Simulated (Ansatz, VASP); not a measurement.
# NaSnF3: VASP beside Ansatz

POSCAR

```
NaSnF3
1.0
    4.7716983235      0.0000000000      0.0000000000
    0.0000000000      4.7716983235      0.0000000000
    0.0000000000      0.0000000000      4.5793676774
Na Sn F
1 1 3
Direct
    0.0000000000      0.0000000000      0.0000000000
    0.5000000000      0.5000000000      0.5000000000
    0.5000000000      0.5000000000      0.0000000000
    0.5000000000      0.0000000000      0.5000000000
    0.0000000000      0.5000000000      0.5000000000
```

The input INCAR.step1:

```
SYSTEM = NaSnF3
ALGO     = Normal         ! electronic algorithm
EDIFF    = 1E-4           ! SCF threshold, eV
ENCUT    = 520            ! plane-wave cutoff, eV
GGA      = PE             ! functional
ISMEAR   = 0              ! smearing method
LASPH    = .TRUE.         ! aspherical terms in the spheres
LCHARG   = .FALSE.        ! write CHGCAR
LREAL    = .FALSE.        ! projectors in reciprocal space
LWAVE    = .TRUE.         ! write WAVECAR
NBANDS   = 29             ! bands
NELM     = 80             ! most SCF steps
PREC     = Accurate       ! precision mode
SIGMA    = 0.01           ! smearing width, eV
```

The input INCAR.step2:

```
SYSTEM = NaSnF3
ALGO     = Normal         ! electronic algorithm
EDIFF    = 1E-6           ! SCF threshold, eV
ENCUT    = 520            ! plane-wave cutoff, eV
ISIF     = 2              ! what is computed and relaxed
ISMEAR   = 0              ! smearing method
ISTART   = 1            
LASPH    = .TRUE.         ! aspherical terms in the spheres
LCHARG   = .FALSE.        ! write CHGCAR
LMIXTAU  = .TRUE.       
LREAL    = .FALSE.        ! projectors in reciprocal space
LWAVE    = .FALSE.        ! write WAVECAR
METAGGA  = R2SCAN         ! meta-GGA
NBANDS   = 29             ! bands
NELM     = 80             ! most SCF steps
PREC     = Accurate       ! precision mode
SIGMA    = 0.01           ! smearing width, eV
```

Contents of KPOINTS:

```
k-points
0
G
  6 6 6
  0 0 0
```

Input for Ansatz:

```yaml
crystal:
  lattice:
    - [4.7716983235, 0.0, 0.0]
    - [0.0, 4.7716983235, 0.0]
    - [0.0, 0.0, 4.5793676774]
  atoms:
    - { symbol: Na, position: [0.0, 0.0, 0.0] }
    - { symbol: Sn, position: [0.5, 0.5, 0.5] }
    - { symbol: F, position: [0.5, 0.5, 0.0] }
    - { symbol: F, position: [0.5, 0.0, 0.5] }
    - { symbol: F, position: [0.0, 0.5, 0.5] }
kpoints:
  mp_grid: { grid: [6, 6, 6] }
  band_path:
    path: [[0.0, 0.0, 0.0], [0.0, 0.5, 0.0], [0.5, 0.5, 0.0], [0.5, 0.5, 0.5]]
    npoints: 1
hamiltonian:
  xc: r2scan
scf:
  occupations: { method: fixed }
  n_extra_bands: 5
output:
  forces: true
  stress: true
  eigenvalues: true
  write_density: true
  write_potential: true
  elf: true
  volumetric_format: npy
```

Change from the starting cell: epitaxial_xy strain +3.0%.

Alike in both runs: task single point; functional r2SCAN; k mesh 6 × 6 × 6; no spin polarisation.

|  | VASP | Ansatz |
| --- | --- | --- |
| version | VASP 6.6.1 | Ansatz 0.2.0 |
| potentials or method | VASP PAW PBE potentials, release 64 (Na_pv, Sn_d, F) | plane waves, PAW |
| plane-wave cutoff (eV) | 520 | 500 |
| occupations | gaussian, width 0.01 eV | fixed |
| valence electrons in the cell | 42 | 44 |

```csv
,VASP,Ansatz,Ansatz less VASP
gap on the k mesh at the Fermi level (eV),1.33,1.32,-0.008
pressure (GPa),-1.8,-1.8,0.00
"traceless stress, the component that is largest in VASP (GPa)",1.88,1.81,-0.069
```

VASP's potentials were made for PBE, not for r2SCAN. VASP's potentials hold 42 valence electrons a cell and Ansatz's 44, so a difference there can come from the potentials and not from the codes.
